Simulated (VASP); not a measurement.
# SnO (P4/nmm) in VASP: further runs

Runs on SnO. Level: PBE. Tasks: single point.

All numbers are computed with VASP 6.6.1; they aren't measurements. Logs are shortened: lines on timing, memory, paths and dates and some standing lists are left out, and cuts for length are marked.

## (1) The cell of the first run

It takes space group P4/nmm (No. 129, tetragonal). The conventional cell has a = 3.403 Å, b = 3.403 Å, c = 3.695 Å, α = 90.00°, β = 90.00°, γ = 90.00°. Within 2.8 Å of Sn (site symmetry 4mm) lie 4 O at 2.05 Å and 4 Sn at 2.78 Å. Within 2.7 Å of O (site symmetry -4m2) lie 4 Sn at 2.05 Å and 4 O at 2.41 Å.

## (2) Single point, PBE

Input file INCAR:

```
SYSTEM = SnO
  PREC = Accurate
  ENCUT = 520
  EDIFF = 1E-6
  ISMEAR = 0
  SIGMA = 0.1
  LREAL = .FALSE.
  LASPH = .TRUE.
  NELM = 60
  ALGO = Normal
  ISIF = 2
  LWAVE = .FALSE.
  LCHARG = .TRUE.
  GGA = PE
  LELF = .TRUE.
  LVHAR = .TRUE.
  NBANDS = 28
```

Input file KPOINTS:

```
regular mesh
0
G
  12 12 12
  0 0 0
```

Input file POSCAR:

```
SnO
1.0
    3.4032767946      0.0000000000      0.0000000000
    0.0000000000      3.4032767946      0.0000000000
    0.0000000000      0.0000000000      3.6953772392
Sn O
2 2
Direct
    0.0000000000      0.5000000000      0.3107736043
    0.5000000000      0.0000000000      0.6892263957
    0.5000000000      0.5000000000      0.0000000000
    0.0000000000      0.0000000000      0.0000000000
```

Potentials or basis: VASP PAW PBE potentials, release 64 (Sn_d, O).

Run with:

```
$ cat potpaw_PBE.64/Sn_d/POTCAR potpaw_PBE.64/O/POTCAR > POTCAR
$ mpirun -np 1 vasp_std > vasp.out
```

OUTCAR:

```text
SYSTEM = SnO
   PREC = Accurate
   ENCUT = 520
   EDIFF = 1E-6
   ISMEAR = 0
   LREAL = .FALSE.
   LASPH = .TRUE.
   NELM = 60
   ISIF = 2
   GGA = PE

 ion  position               nearest neighbor table
   1  0.000  0.500  0.311-   3 2.05   4 2.05   4 2.05   3 2.05   2 2.78   2 2.78   2 2.78   2 2.78
                             2 3.33   2 3.33   2 3.33   2 3.33
   2  0.500  0.000  0.689-   3 2.05   4 2.05   3 2.05   4 2.05   1 2.78   1 2.78   1 2.78   1 2.78
                             1 3.33   1 3.33   1 3.33   1 3.33
   3  0.500  0.500  0.000-   1 2.05   2 2.05   2 2.05   1 2.05
   4  0.000  0.000  0.000-   1 2.05   2 2.05   1 2.05   2 2.05

  LATTYP: Found a simple tetragonal cell.
 ALAT       =     3.4032767946
 C/A-ratio  =     1.0858291765

  Lattice vectors:

 A1 = (   3.4032767946,   0.0000000000,   0.0000000000)
 A2 = (   0.0000000000,   3.4032767946,   0.0000000000)
 A3 = (   0.0000000000,   0.0000000000,   3.6953772392)

Analysis of symmetry for initial positions (statically):
=====================================================================
 Subroutine PRICEL returns:
 Original cell was already a primitive cell.

 Routine SETGRP: Setting up the symmetry group for a
 simple tetragonal supercell.

 Subroutine GETGRP returns: Found 16 space group operations
 (whereof  8 operations were pure point group operations)
 out of a pool of 16 trial point group operations.

The static configuration has the point symmetry D_2d.
 The point group associated with its full space group is D_4h.

Analysis of symmetry for dynamics (positions and initial velocities):
=====================================================================
 Subroutine PRICEL returns:
 Original cell was already a primitive cell.

 Routine SETGRP: Setting up the symmetry group for a
 simple tetragonal supercell.

 Subroutine GETGRP returns: Found 16 space group operations
 (whereof  8 operations were pure point group operations)
 out of a pool of 16 trial point group operations.

The dynamic configuration has the point symmetry D_2d.
 The point group associated with its full space group is D_4h.

 Subroutine INISYM returns: Found 16 space group operations
 (whereof  8 operations are pure point group operations),
 and found     1 'primitive' translations

----------------------------------------------------------------------------------------

                                     Primitive cell

  volume of cell :      42.8009

  direct lattice vectors                    reciprocal lattice vectors
     3.403276795  0.000000000  0.000000000     0.293834460  0.000000000  0.000000000
     0.000000000  3.403276795  0.000000000     0.000000000  0.293834460  0.000000000
     0.000000000  0.000000000  3.695377239     0.000000000  0.000000000  0.270608367

  length of vectors
     3.403276795  3.403276795  3.695377239     0.293834460  0.293834460  0.270608367

  position of ions in fractional coordinates (direct lattice)
     0.000000000  0.500000000  0.310773604
     0.500000000  0.000000000  0.689226396
     0.500000000  0.500000000  0.000000000
     0.000000000  0.000000000  0.000000000

  ion indices of the primitive-cell ions
   primitive index   ion index
                 1           1
                 2           2
                 3           3
                 4           4

----------------------------------------------------------------------------------------

 KPOINTS: regular mesh

Automatic generation of k-mesh.
 Grid dimensions read from file:
 generate k-points for:   12   12   12

 Generating k-lattice:

  Cartesian coordinates                     Fractional coordinates (reciprocal lattice)
     0.024486205  0.000000000  0.000000000     0.083333333  0.000000000  0.000000000
     0.000000000  0.024486205  0.000000000     0.000000000  0.083333333  0.000000000
     0.000000000  0.000000000  0.022550697     0.000000000  0.000000000  0.083333333

  Length of vectors
     0.024486205  0.024486205  0.022550697

  Shift w.r.t. Gamma in fractional coordinates (k-lattice)
     0.000000000  0.000000000  0.000000000

 Subroutine IBZKPT returns following result:
 ===========================================

 Found    196 irreducible k-points:

 Following reciprocal coordinates:
            Coordinates               Weight
  0.000000  0.000000  0.000000      1.000000
  0.083333  0.000000  0.000000      4.000000
  0.166667  0.000000  0.000000      4.000000
  0.250000  0.000000  0.000000      4.000000
  0.333333  0.000000  0.000000      4.000000
  0.416667  0.000000  0.000000      4.000000
[... 16 lines left out ...]
  0.333333  0.333333  0.000000      4.000000
  0.416667  0.333333  0.000000      8.000000
 [... further k-points ...]
   k-points           NKPTS =    196   k-points in BZ     NKDIM =    196   number of bands    NBANDS=     28
   number of dos      NEDOS =    301   number of ions     NIONS =      4
   total plane-waves  NPLWV =  21952
   dimension x,y,z NGX =    28 NGY =   28 NGZ =   28
   dimension x,y,z NGXF=    56 NGYF=   56 NGZF=   56
   ions per type =               2   2
   NGX,Y,Z   is equivalent  to a cutoff of  13.68, 13.68, 12.60 a.u.
   NGXF,Y,Z  is equivalent  to a cutoff of  27.36, 27.36, 25.19 a.u.
 SYSTEM =  SnO
   PREC   = accura    normal or accurate (medium, high low for compatibility)
   ISTART =      0    job   : 0-new  1-cont  2-samecut
   ICHARG =      2    charge: 1-file 2-atom 10-const
   ISPIN  =      1    spin polarized calculation?
   LNONCOLLINEAR =      F non collinear calculations
   LSORBIT =      F    spin-orbit coupling
   LASPH  =      T    aspherical Exc in radial PAW
   ENCUT  =  520.0 eV  38.22 Ry    6.18 a.u.   6.33  6.33  6.87*2*pi/ulx,y,z
   NELM   =     60;   NELMIN=  2; NELMDL= -5     # of ELM steps
   EDIFF  = 0.1E-05   stopping-criterion for ELM
   LREAL  =      F    real-space projection
   EDIFFG = 0.1E-04   stopping-criterion for IOM
   NSW    =      0    number of steps for IOM
   IBRION =     -1    ionic relax: 0-MD 1-quasi-New 2-CG
   NFREE  =      0    steps in history (QN), initial steepest desc. (CG)
   ISIF   =      2    stress and relaxation
   ISYM   =      2    0-nonsym 1-usesym 2-fastsym
   POTIM  = 0.5000    time-step for ionic-motion
   TEBEG  =    0.0;   TEEND  =   0.0 temperature during run
   PSTRESS=    0.0 pullay stress
   NELECT =      40.0000    total number of electrons
   NUPDOWN=      -1.0000    fix difference up-down
   EMIN   =  10.00;   EMAX   =-10.00  energy-range for DOS
   EFERMI =   0.00;   METHOD = LEGACY
   ISMEAR =     0;   SIGMA  =   0.10  broadening in eV -4-tet -1-fermi 0-gaus
   EFERMI_NEDOS =   21; number of points for ismear=-14 and -15
   IALGO  =     38    algorithm
   IMIX   =      4    mixing-type and parameters
     AMIX     =   0.40;   BMIX     =  1.00
     AMIX_MAG =   1.60;   BMIX_MAG =  1.00
  volume/ion in A,a.u.               =      10.70        72.21
  Fermi-wavevector in a.u.,A,eV,Ry     =   1.600579  3.024655 34.856118  2.561852
  Thomas-Fermi vector in A             =   2.697692
   LORBIT       =      0    0 simple, 1 ext, 2 COOP (PROOUT), +10 PAW based schemes
   GGA     = PE    functional components
   LHFCALC =     F    Hartree Fock is set to
   AEXX    =    0.0000 exact exchange contribution
   IVDW    =     0    specifies the selected vdW correction
   LEPSILON=     F    determine dielectric tensor
   LRPA    =     F    only Hartree local field effects (RPA)
 non-spin polarized calculation
 Gauss-broadening in eV      SIGMA  =   0.10
  energy-cutoff  :      520.00
  volume of cell :       42.80
 maximum number of plane-waves:      1164
 NGX is ok and might be reduce to    28
   NGX = 13   NGY = 13   NGZ = 13

 number of electron      39.9999984 magnetization

 Free energy of the ion-electron system (eV)
  ---------------------------------------------------
  ext. energy  EPLUGINS =         0.00000000
  ---------------------------------------------------
  free energy    TOTEN  =       -18.02004747 eV

  energy without entropy =      -18.01777072  energy(sigma->0) =      -18.01890910

 E-fermi :  14.7960     XC(G=0): -13.1403

 val. band max:       14.7720171179   @ k =   0.0833   0.0000   0.5000
 cond. band min:      14.8044134748   @ k =   0.1667   0.1667   0.0833
 fundamental gap:      0.0323963569
 Fermi energy:        14.7959851638

 k-point     1 :       0.0000    0.0000    0.0000
  band No.  band energies     occupation
      1      -9.0097      2.00000
      2      -8.8295      2.00000
      3      -7.9854      2.00000
      4      -7.9854      2.00000
      5      -7.9346      2.00000
      6      -7.9312      2.00000
[... 20 lines left out ...]
     27      23.6712      0.00000
     28      25.2611      0.00000

 k-point     2 :       0.0833    0.0000    0.0000
  band No.  band energies     occupation
      1      -8.9954      2.00000
      2      -8.8130      2.00000
      3      -8.0197      2.00000
      4      -7.9804      2.00000
      5      -7.9323      2.00000
      6      -7.8929      2.00000
[... 20 lines left out ...]
     27      23.6900      0.00000
     28      25.4141      0.00000

 k-point     3 :       0.1667    0.0000    0.0000
  band No.  band energies     occupation
      1      -8.9565      2.00000
      2      -8.7769      2.00000
      3      -8.0609      2.00000
      4      -7.9667      2.00000
      5      -7.9345      2.00000
      6      -7.8266      2.00000
[... 20 lines left out ...]
     27      23.6711      0.00000
     28      25.9683      0.00000

 k-point     4 :       0.2500    0.0000    0.0000
  band No.  band energies     occupation
      1      -8.9038      2.00000
      2      -8.7482      2.00000
      3      -8.0852      2.00000
      4      -7.9481      2.00000
      5      -7.9352      2.00000
      6      -7.7533      2.00000
[... 578 lines left out ...]
     27      27.3685      0.00000
     28      27.3685      0.00000

 k-point    23 :       0.3333    0.3333    0.0000
  band No.  band energies     occupation
      1      -8.8964      2.00000
      2      -8.8944      2.00000
      3      -7.8871      2.00000
      4      -7.8384      2.00000
      5      -7.8017      2.00000
      6      -7.7728      2.00000
[... 20 lines left out ...]
     27      26.5713      0.00000
     28      27.3011      0.00000

 k-point    24 :       0.4167    0.3333    0.0000
  band No.  band energies     occupation
      1      -8.9201      2.00000
      2      -8.9171      2.00000
      3      -7.8490      2.00000
      4      -7.8360      2.00000
      5      -7.7880      2.00000
      6      -7.7060      2.00000
[... 20 lines left out ...]
     27      26.9812      0.00000
     28      27.8069      0.00000

 [... further k-points ...]
[... 5 lines left out ...]
  --------------------------------------------------------------------------------------
  -------------------------------------------------------------------------------------
  Total       24.2550499     24.2550499     24.2994510      0.0000000      0.0000000      0.0000000
  in kB      907.9447683    907.9447683    909.6068426      0.0000000      0.0000000      0.0000000
  external PRESSURE =     908.4987931 kB  Pullay stress =       0.0000000 kB

 VOLUME and BASIS-vectors are now :
 -----------------------------------------------------------------------------
  energy-cutoff  :      520.00
  volume of cell :       42.80
      direct lattice vectors                 reciprocal lattice vectors
     3.403276795  0.000000000  0.000000000     0.293834460  0.000000000  0.000000000
     0.000000000  3.403276795  0.000000000     0.000000000  0.293834460  0.000000000
     0.000000000  0.000000000  3.695377239     0.000000000  0.000000000  0.270608367

 POSITION                                       TOTAL-FORCE (eV/Angst)
 -----------------------------------------------------------------------------------
      0.00000      1.70164      1.14843        -0.000000      0.000000      0.135508
      1.70164      0.00000      2.54695         0.000000      0.000000     -0.135508
      1.70164      1.70164      0.00000         0.000000     -0.000000      0.000000
      0.00000      0.00000      0.00000        -0.000000      0.000000      0.000000
 -----------------------------------------------------------------------------------
    total drift:                                0.000000      0.000000     -0.000000

  FREE ENERGIE OF THE ION-ELECTRON SYSTEM (eV)
  ---------------------------------------------------
  free  energy   TOTEN  =       -18.0200474706 eV

  energy  without entropy=      -18.0177707247  energy(sigma->0) =      -18.01890910
```

It took 84 s on 1 thread of Intel Xeon 6975P-C (Granite Rapids), shared host; peak memory 0.3 GiB.

What came out:

```yaml
Free_energy: -18.0200 eV
Pressure: 90.8 GPa
Largest_force: 0.136 eV/Å
Band_gap_on_the_k_mesh: zero (bands 20 and 21 overlap by 3.43 eV)
```

Forces in eV/Å, atoms in the order of the input:
```
Sn   0.000  0.000  0.136
Sn   0.000  0.000 -0.136
O    0.000  0.000  0.000
O    0.000  0.000  0.000
```

Stress tensor (GPa, compression positive):
```
90.79  0.00  0.00
 0.00 90.79  0.00
 0.00  0.00 90.96
```

Levels at points of the mesh, in eV from the Fermi level:
| k point | band 17 | band 18 | band 19 | band 20 | band 21 | band 22 | band 23 | band 24 |
| --- | --- | --- | --- | --- | --- | --- | --- | --- |
| (0.00, 0.00, 0.00) | -4.87 | -4.11 | -4.11 | 0.57 | 3.87 | 3.87 | 5.44 | 6.00 |
| (0.50, 0.00, 0.00) | -6.60 | -6.60 | -4.20 | -4.20 | 6.20 | 6.20 | 6.28 | 6.28 |
| (0.50, 0.50, 0.00) | -3.22 | -3.22 | -2.20 | -2.20 | -2.15 | -2.15 | 5.49 | 5.49 |
| (0.00, 0.00, 0.50) | -4.06 | -4.06 | -2.71 | 0.64 | 0.64 | 1.33 | 2.27 | 3.26 |
| (0.50, 0.00, 0.50) | -6.28 | -6.28 | -2.12 | -2.12 | 4.66 | 4.66 | 5.39 | 5.39 |
| (0.50, 0.50, 0.50) | -4.85 | -4.85 | -3.25 | -3.25 | 2.13 | 2.13 | 8.16 | 8.16 |

Caveat: the cell stands under pressure; spin-orbit coupling is left out, which moves the levels of the heavy elements.

(Part 1 of 3 ends here.)

The gap in the log of VASP goes by the Fermi energy; the results here count the filled bands.